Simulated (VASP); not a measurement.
# CdS (P6_3mc) in VASP: a series of runs

CdS is run at these levels: PBEsol; tasks: single point, relaxation of the atoms.

All numbers are computed with VASP 6.6.1; they aren't measurements. Logs are shortened: lines on timing, memory, paths and dates and some standing lists are left out, and cuts for length are marked.

### Step 1. The cell of the first run

The structure is hexagonal, space group P6_3mc (No. 186). The conventional cell has a = 4.166 Å, b = 4.166 Å, c = 6.644 Å, α = 90.00°, β = 90.00°, γ = 120.00°. Cd (site symmetry 3m) has 4 S at 2.53 Å within 3.3 Å. Within 3.3 Å of S (site symmetry 3m) lie 4 Cd at 2.53 Å.

### Step 2. Single point, PBEsol (strained cell)

Input file INCAR:

```
  PREC = Accurate
  ENCUT = 520
  EDIFF = 1E-6
  ISMEAR = 0
  SIGMA = 0.02
  LREAL = False
  LASPH = True
  NELM = 60
  ALGO = Normal
  ISIF = 2
  LWAVE = False
  LCHARG = False
  GGA = PS
  NBANDS = 26
```

Input file KPOINTS:

```
regular mesh
0
Gamma
  6 6 4
```

Input file POSCAR:

```
CdS
1.0
    4.1662911580      0.0000000000      0.0000000000
   -2.0831455790      3.6081139824      0.0000000000
    0.0000000000      0.0000000000      6.6440435575
Cd S
2 2
Direct
    0.3333333333      0.6666666667     -0.0021078129
    0.6666666667      0.3333333333      0.4978921871
    0.3333333333      0.6666666667      0.3791078129
    0.6666666667      0.3333333333      0.8791078129
```

Potentials or basis: VASP PAW PBE potentials, release 64 (Cd, S).

On the command line:

```sh
> cat potpaw_PBE.64/Cd/POTCAR potpaw_PBE.64/S/POTCAR > POTCAR
> mpirun -np 1 vasp_std > vasp.out
```

OUTCAR:

```text
PREC = Accurate
   ENCUT = 520
   EDIFF = 1E-6
   ISMEAR = 0
   LREAL = False
   LASPH = True
   NELM = 60
   ISIF = 2
   GGA = PS

 ion  position               nearest neighbor table
   1  0.333  0.667  0.998-   4 2.53   4 2.53   4 2.53   3 2.53
   2  0.667  0.333  0.498-   3 2.53   3 2.53   3 2.53   4 2.53
   3  0.333  0.667  0.379-   2 2.53   2 2.53   2 2.53   1 2.53
   4  0.667  0.333  0.879-   1 2.53   1 2.53   1 2.53   2 2.53

  LATTYP: Found a hexagonal cell.
 ALAT       =     4.1662911580
 C/A-ratio  =     1.5947141728

  Lattice vectors:

 A1 = (   4.1662911580,   0.0000000000,   0.0000000000)
 A2 = (  -2.0831455790,   3.6081139824,   0.0000000000)
 A3 = (   0.0000000000,   0.0000000000,   6.6440435575)

Analysis of symmetry for initial positions (statically):
=====================================================================
 Subroutine PRICEL returns:
 Original cell was already a primitive cell.

 Routine SETGRP: Setting up the symmetry group for a
 hexagonal supercell.

 Subroutine GETGRP returns: Found 12 space group operations
 (whereof  6 operations were pure point group operations)
 out of a pool of 24 trial point group operations.

The static configuration has the point symmetry C_3v.
 The point group associated with its full space group is C_6v.

Analysis of symmetry for dynamics (positions and initial velocities):
=====================================================================
 Subroutine PRICEL returns:
 Original cell was already a primitive cell.

 Routine SETGRP: Setting up the symmetry group for a
 hexagonal supercell.

 Subroutine GETGRP returns: Found 12 space group operations
 (whereof  6 operations were pure point group operations)
 out of a pool of 24 trial point group operations.

The dynamic configuration has the point symmetry C_3v.
 The point group associated with its full space group is C_6v.

 Subroutine INISYM returns: Found 12 space group operations
 (whereof  6 operations are pure point group operations),
 and found     1 'primitive' translations

----------------------------------------------------------------------------------------

                                     Primitive cell

  volume of cell :      99.8763

  direct lattice vectors                    reciprocal lattice vectors
     4.166291158  0.000000000  0.000000000     0.240021631  0.138576553  0.000000000
    -2.083145579  3.608113982  0.000000000     0.000000000  0.277153107  0.000000000
     0.000000000  0.000000000  6.644043557     0.000000000  0.000000000  0.150510753

  length of vectors
     4.166291158  4.166291158  6.644043557     0.277153107  0.277153107  0.150510753

  position of ions in fractional coordinates (direct lattice)
     0.333333333  0.666666667  0.997892187
     0.666666667  0.333333333  0.497892187
     0.333333333  0.666666667  0.379107813
     0.666666667  0.333333333  0.879107813

  ion indices of the primitive-cell ions
   primitive index   ion index
                 1           1
                 2           2
                 3           3
                 4           4

----------------------------------------------------------------------------------------

 KPOINTS: regular mesh

Automatic generation of k-mesh.
 Grid dimensions read from file:
 generate k-points for:    6    6    4

 Generating k-lattice:

  Cartesian coordinates                     Fractional coordinates (reciprocal lattice)
     0.040003605  0.023096092  0.000000000     0.166666667  0.000000000  0.000000000
     0.000000000  0.046192184  0.000000000     0.000000000  0.166666667  0.000000000
     0.000000000  0.000000000  0.037627688     0.000000000  0.000000000  0.250000000

  Length of vectors
     0.046192184  0.046192184  0.037627688

  Shift w.r.t. Gamma in fractional coordinates (k-lattice)
     0.000000000  0.000000000  0.000000000

 Subroutine IBZKPT returns following result:
 ===========================================

 Found     21 irreducible k-points:

 Following reciprocal coordinates:
            Coordinates               Weight
  0.000000  0.000000  0.000000      1.000000
  0.166667 -0.000000  0.000000      6.000000
  0.333333  0.000000  0.000000      6.000000
  0.500000 -0.000000  0.000000      3.000000
  0.166667  0.166667  0.000000      6.000000
  0.333333  0.166667  0.000000     12.000000
[... 13 lines left out ...]
  0.333333  0.166667  0.500000     12.000000
  0.333333  0.333333  0.500000      2.000000
   k-points           NKPTS =     21   k-points in BZ     NKDIM =     21   number of bands    NBANDS=     26
   number of dos      NEDOS =    301   number of ions     NIONS =      4
   total plane-waves  NPLWV =  51200
   dimension x,y,z NGX =    32 NGY =   32 NGZ =   50
   dimension x,y,z NGXF=    64 NGYF=   64 NGZF=  100
   ions per type =               2   2
   NGX,Y,Z   is equivalent  to a cutoff of  12.77, 12.77, 12.51 a.u.
   NGXF,Y,Z  is equivalent  to a cutoff of  25.54, 25.54, 25.02 a.u.
 SYSTEM =  unknown system
[... 34 lines left out ...]
   GGA     = PS    functional components
   LHFCALC =     F    Hartree Fock is set to
   AEXX    =    0.0000 exact exchange contribution
   IVDW    =     0    specifies the selected vdW correction
   LEPSILON=     F    determine dielectric tensor
   LRPA    =     F    only Hartree local field effects (RPA)
 non-spin polarized calculation
 Gauss-broadening in eV      SIGMA  =   0.02
  energy-cutoff  :      520.00
  volume of cell :       99.88
 maximum number of plane-waves:      2712
 NGX is ok and might be reduce to    32
   NGX = 15   NGY = 15   NGZ = 25

 number of electron      36.0000004 magnetization

 Free energy of the ion-electron system (eV)
  ---------------------------------------------------
  ext. energy  EPLUGINS =         0.00000000
  ---------------------------------------------------
  free energy    TOTEN  =       -13.62685415 eV

  energy without entropy =      -13.62685415  energy(sigma->0) =      -13.62685415

 E-fermi :   1.2500     XC(G=0):  -9.3380

 val. band max:        1.1452610621   @ k =   0.0000   0.0000   0.0000
 cond. band min:       2.2365306816   @ k =   0.0000   0.0000   0.0000
 fundamental gap:      1.0912696195
 Fermi energy:         1.2499722824

 k-point     1 :       0.0000    0.0000    0.0000
  band No.  band energies     occupation
      1     -11.1912      2.00000
      2     -10.7393      2.00000
      3      -6.5239      2.00000
      4      -6.5239      2.00000
      5      -6.5157      2.00000
      6      -6.4414      2.00000
[... 18 lines left out ...]
     25       8.5913      0.00000
     26       8.8422      0.00000

 k-point     2 :       0.1667   -0.0000    0.0000
  band No.  band energies     occupation
      1     -11.0960      2.00000
      2     -10.7001      2.00000
      3      -6.4948      2.00000
      4      -6.4853      2.00000
      5      -6.4446      2.00000
      6      -6.3940      2.00000
[... 18 lines left out ...]
     25       8.6150      0.00000
     26       9.1751      0.00000

 k-point     3 :       0.3333    0.0000    0.0000
  band No.  band energies     occupation
      1     -10.8892      2.00000
      2     -10.6361      2.00000
      3      -6.4421      2.00000
      4      -6.4251      2.00000
      5      -6.2979      2.00000
      6      -6.2764      2.00000
[... 18 lines left out ...]
     25       9.3659      0.00000
     26       9.9791      0.00000

 k-point     4 :       0.5000   -0.0000    0.0000
  band No.  band energies     occupation
      1     -10.7657      2.00000
      2     -10.6236      2.00000
      3      -6.4279      2.00000
      4      -6.4062      2.00000
      5      -6.2233      2.00000
      6      -6.2174      2.00000
[... 18 lines left out ...]
     25       9.5729      0.00000
     26      11.0599      0.00000
[... 409 lines left out ...]
      1     -10.7861      2.00000
      2     -10.7861      2.00000
      3      -6.3992      2.00000
      4      -6.3992      2.00000
      5      -6.3726      2.00000
      6      -6.3726      2.00000
[... 18 lines left out ...]
     25       9.0383      0.00000
     26       9.0383      0.00000

 k-point    20 :       0.3333    0.1667    0.5000
  band No.  band energies     occupation
      1     -10.6826      2.00000
      2     -10.6826      2.00000
      3      -6.3737      2.00000
      4      -6.3737      2.00000
      5      -6.3183      2.00000
      6      -6.3183      2.00000
[... 18 lines left out ...]
     25       9.4941      0.00000
     26       9.4941      0.00000

 k-point    21 :       0.3333    0.3333    0.5000
  band No.  band energies     occupation
      1     -10.6494      2.00000
      2     -10.6494      2.00000
      3      -6.3447      2.00000
      4      -6.3447      2.00000
      5      -6.3142      2.00000
      6      -6.3142      2.00000
[... 18 lines left out ...]
     25      10.3812      0.00000
     26      10.3813      0.00000

------------------------ aborting loop because EDIFF is reached ----------------------------------------

  FORCE on cell =-STRESS in cart. coord.  units (eV):
  Direction    XX          YY          ZZ          XY          YZ          ZX
  --------------------------------------------------------------------------------------
  -------------------------------------------------------------------------------------
  Total       -0.3592689     -0.3592689      0.2360002      0.0000000      0.0000000      0.0000000
  in kB       -5.7632549     -5.7632549      3.7858261      0.0000000      0.0000000      0.0000000
  external PRESSURE =      -2.5802279 kB  Pullay stress =       0.0000000 kB

 VOLUME and BASIS-vectors are now :
 -----------------------------------------------------------------------------
  energy-cutoff  :      520.00
  volume of cell :       99.88
      direct lattice vectors                 reciprocal lattice vectors
     4.166291158  0.000000000  0.000000000     0.240021631  0.138576553  0.000000000
    -2.083145579  3.608113982  0.000000000     0.000000000  0.277153107  0.000000000
     0.000000000  0.000000000  6.644043557     0.000000000  0.000000000  0.150510753

 POSITION                                       TOTAL-FORCE (eV/Angst)
 -----------------------------------------------------------------------------------
     -0.00000      2.40541      6.63004        -0.000000      0.000000     -0.000617
      2.08315      1.20270      3.30802         0.000000      0.000000     -0.000617
     -0.00000      2.40541      2.51881         0.000000     -0.000000      0.000617
      2.08315      1.20270      5.84083        -0.000000      0.000000      0.000617
 -----------------------------------------------------------------------------------
    total drift:                               -0.000000     -0.000000      0.000768

  FREE ENERGIE OF THE ION-ELECTRON SYSTEM (eV)
  ---------------------------------------------------
  free  energy   TOTEN  =       -13.6268541468 eV

  energy  without entropy=      -13.6268541468  energy(sigma->0) =      -13.62685415
```

It took 44 s on 1 thread of Intel Xeon Platinum 8488C (Sapphire Rapids), shared host; peak memory 0.23 GiB.

Results:

| Property | Result |
| --- | --- |
| Free energy | -13.6269 eV |
| Pressure | -0.3 GPa |
| Band gap on the k mesh | 1.09 eV |

Stress tensor (GPa, compression positive):
```
-0.58  0.00  0.00
 0.00 -0.58  0.00
 0.00  0.00  0.38
```

Caveat: the cell differs from its parent crystal (strained cell); the PAW data sets were made with another functional, which shifts forces and pressure a little.

### Step 3. Single point, PBEsol (strained cell)

Input file INCAR:

```
SYSTEM = CdS
PREC = Accurate ; ENCUT = 520
EDIFF = 1E-7 ; ISMEAR = 0
SIGMA = 0.02 ; LREAL = .False.
LASPH = .True. ; NELM = 100
ALGO = Normal ; ISIF = 2
LWAVE = .False. ; LCHARG = .True.
GGA = PS ; LELF = .True.
LVHAR = .True. ; NBANDS = 26
```

Input file KPOINTS:

```
regular mesh
0
Gamma
  6 6 4
  0 0 0
```

Input file POSCAR:

```
CdS
1.0
    4.1662911580      0.0000000000      0.0000000000
   -2.0831455790      3.6081139824      0.0000000000
    0.0000000000      0.0000000000      6.6678588672
Cd S
2 2
Direct
    0.3333333333      0.6666666667     -0.0016381756
    0.6666666667      0.3333333333      0.4983618244
    0.3333333333      0.6666666667      0.3786381756
    0.6666666667      0.3333333333      0.8786381756
```

Potentials or basis: VASP PAW PBE potentials, release 64 (Cd, S).

On the command line:

```sh
> cat potpaw_PBE.64/Cd/POTCAR potpaw_PBE.64/S/POTCAR > POTCAR
> mpirun -np 1 vasp_std > vasp.out
```

Wall time 57 s (1 thread of Intel Xeon Platinum 8488C (Sapphire Rapids), shared host); peak memory 0.23 GiB.

Results (log left out):

```
Free energy            : -13.6274 eV
Pressure               : -0.5 GPa
Band gap on the k mesh : 1.09 eV
```

Forces in eV/Å, atoms in the order of the input:
```
Cd   0.000  0.000 -0.002
Cd   0.000  0.000 -0.002
S    0.000  0.000  0.002
S    0.000  0.000  0.002
```

Stress tensor (GPa, compression positive):
```
-0.73  0.00  0.00
 0.00 -0.73  0.00
 0.00  0.00  0.07
```

Levels at points of the mesh, in eV from the valence-band top:
```
           k point  band 14  band 15  band 16  band 17  band 18  band 19  band 20  band 21  band 22  band 23
(0.00, 0.00, 0.00)    -0.78    -0.78     0.00     0.00     0.00     1.09     2.56     6.32     6.32     6.86
(0.50, 0.00, 0.00)    -3.54    -2.63    -1.91    -1.27    -0.77     3.64     3.70     5.06     6.38     6.98
(0.00, 0.00, 0.50)    -2.43    -0.41    -0.41    -0.41    -0.41     2.71     2.71     6.11     6.11     6.67
(0.50, 0.00, 0.50)    -4.16    -1.37    -1.37    -1.26    -1.26     3.40     3.40     5.27     5.27     7.78
```

Caveat: the cell differs from its parent crystal (strained cell); the PAW data sets were made with another functional, which shifts forces and pressure a little.

### Step 4. Single point, PBEsol (strained cell)

Input file INCAR:

```
SYSTEM = CdS
  PREC = Accurate
  ENCUT = 520
  EDIFF = 1E-7
  ISMEAR = 0
  SIGMA = 0.02
  LREAL = .False.
  LASPH = .True.
  NELM = 60
  ALGO = Normal
  ISIF = 2
  LWAVE = .False.
  LCHARG = .False.
  GGA = PS
  NBANDS = 26
```

KPOINTS is that of step 3.

Input file POSCAR:

```
CdS
1.0
    4.1662911580      0.0000000000      0.0000000000
   -2.0831455790      3.6081139824      0.0000000000
    0.0000000000      0.0000000000      6.6546385727
Cd S
2 2
Direct
    0.3333333333      0.6666666667     -0.0019109536
    0.6666666667      0.3333333333      0.4980890464
    0.3333333333      0.6666666667      0.3789109536
    0.6666666667      0.3333333333      0.8789109536
```

On the command line:

```sh
> cat potpaw_PBE.64/Cd/POTCAR potpaw_PBE.64/S/POTCAR > POTCAR
> mpirun -np 1 vasp_std > vasp.out
```

Run time: 48 s. Hardware: 1 thread of Intel Xeon Platinum 8488C (Sapphire Rapids), shared host; peak memory 0.23 GiB.

The run converged. Its results:

```
Free energy            : -13.6272 eV
Pressure               : -0.4 GPa
Band gap on the k mesh : 1.09 eV
```

Stress tensor (GPa, compression positive):
```
-0.64  0.00  0.00
 0.00 -0.64  0.00
 0.00  0.00  0.24
```

Levels at points of the mesh, in eV from the valence-band top:
```tsv
k point	band 15	band 16	band 17	band 18	band 19	band 20	band 21	band 22
(0.00, 0.00, 0.00)	-0.79	-0.01	-0.01	0.00	1.09	2.55	6.31	6.31
(0.50, 0.00, 0.00)	-2.64	-1.93	-1.27	-0.78	3.64	3.68	5.07	6.40
(0.00, 0.00, 0.50)	-0.41	-0.41	-0.41	-0.41	2.71	2.71	6.11	6.11
(0.50, 0.00, 0.50)	-1.39	-1.39	-1.26	-1.26	3.40	3.40	5.27	5.27
```

Caveat: the cell differs from its parent crystal (strained cell); the PAW data sets were made with another functional, which shifts forces and pressure a little.

### Step 5. Relaxation of the atoms, PBEsol (strained cell)

Input file INCAR:

```
SYSTEM = CdS
ALGO = Normal ; EDIFF = 1E-6
EDIFFG = -0.002 ; ENCUT = 520
GGA = PS ; IBRION = 2
ISIF = 2 ; ISMEAR = 0
LASPH = .TRUE. ; LCHARG = .FALSE.
LREAL = .FALSE. ; LWAVE = .FALSE.
NELM = 100 ; NSW = 60
PREC = Accurate ; SIGMA = 0.02
```

Input file KPOINTS:

```
k-points
0
G
  6 6 4
  0 0 0
```

POSCAR, as its differences from that of step 4:

```diff
@@ -4,3 +4,3 @@
    -2.0831455790      3.6081139824      0.0000000000
-    0.0000000000      0.0000000000      6.6546385727
+    0.0000000000      0.0000000000      6.6440435575
 Cd S
```

On the command line:

```sh
> cat potpaw_PBE.64/Cd/POTCAR potpaw_PBE.64/S/POTCAR > POTCAR
> mpirun -np 1 vasp_std > vasp.out
```

Run time: 58 s. Hardware: 1 thread of Intel Xeon Platinum 8488C (Sapphire Rapids), shared host; peak memory 0.23 GiB.

Results (log left out):

```
Free energy               : -13.6269 eV
Energy gained by relaxing : 0.0 meV/atom
Ionic steps               : 3
Pressure after relaxing   : -0.3 GPa
Band gap on the k mesh    : 1.09 eV
```

Stress tensor (GPa, compression positive):
```
-0.57  0.00  0.00
 0.00 -0.57  0.00
 0.00  0.00  0.38
```

The path:
```
step  energy change (eV)  largest force (eV/Å)  pressure (GPa)
   1              0.0000                0.0128           -0.14
   2             -0.0001                0.0072           -0.25
   3             -0.0001                0.0010           -0.25
```

Final structure:
```cif
data_structure
_symmetry_space_group_name_H-M 'P 1'
_symmetry_Int_Tables_number 1
_cell_length_a 4.1663
_cell_length_b 4.1663
_cell_length_c 6.6440
_cell_angle_alpha 90.000
_cell_angle_beta 90.000
_cell_angle_gamma 120.000
_cell_volume 99.88
loop_
_atom_site_label
_atom_site_type_symbol
_atom_site_fract_x
_atom_site_fract_y
_atom_site_fract_z
_atom_site_occupancy
Cd1 Cd 0.33333 0.66667 0.99788 1
Cd2 Cd 0.66667 0.33333 0.49788 1
S1 S 0.33333 0.66667 0.37912 1
S2 S 0.66667 0.33333 0.87912 1
```

Levels at points of the mesh, in eV from the valence-band top:
```csv
k point,band 14,band 15,band 16,band 17,band 18,band 19,band 20,band 21,band 22
"(0.00, 0.00, 0.00)",-0.80,-0.80,-0.01,-0.01,0.00,1.09,2.53,6.30,6.30
"(0.50, 0.00, 0.00)",-3.56,-2.65,-1.94,-1.28,-0.78,3.65,3.67,5.07,6.41
"(0.00, 0.00, 0.50)",-2.43,-0.42,-0.42,-0.42,-0.42,2.71,2.71,6.12,6.12
"(0.50, 0.00, 0.50)",-4.19,-1.39,-1.39,-1.26,-1.26,3.41,3.41,5.27,5.27
```

Caveat: the cell differs from its parent crystal (strained cell); the PAW data sets were made with another functional, which shifts forces and pressure a little.

### Step 6. Summary

| task | cell | gap on the mesh (eV) | pressure (GPa) |
| --- | --- | --- | --- |
| single point | a = 4.166, b = 4.166, c = 6.644 Å, angles 90.0, 90.0, 120.0°, 4 atoms | 1.09 | -0.3 |
| single point | a = 4.166, b = 4.166, c = 6.668 Å, angles 90.0, 90.0, 120.0°, 4 atoms | 1.09 | -0.5 |
| single point | a = 4.166, b = 4.166, c = 6.655 Å, angles 90.0, 90.0, 120.0°, 4 atoms | 1.09 | -0.4 |
| relaxation of the atoms | atoms relaxed from a = 4.166, b = 4.166, c = 6.644 Å, angles 90.0, 90.0, 120.0°, 4 atoms | 1.09 | -0.3 |

Alike in all rows: level PBEsol; potentials or basis VASP PAW PBE potentials, release 64 (Cd, S); no spin polarisation; k mesh 6 × 6 × 4; cutoff (eV) 520; smearing gaussian 0.02 eV.

Caveats: the PAW data sets were made with another functional, which shifts forces and pressure a little.

Total energies depend on the potentials used, so only differences within one code and one set of settings carry meaning.
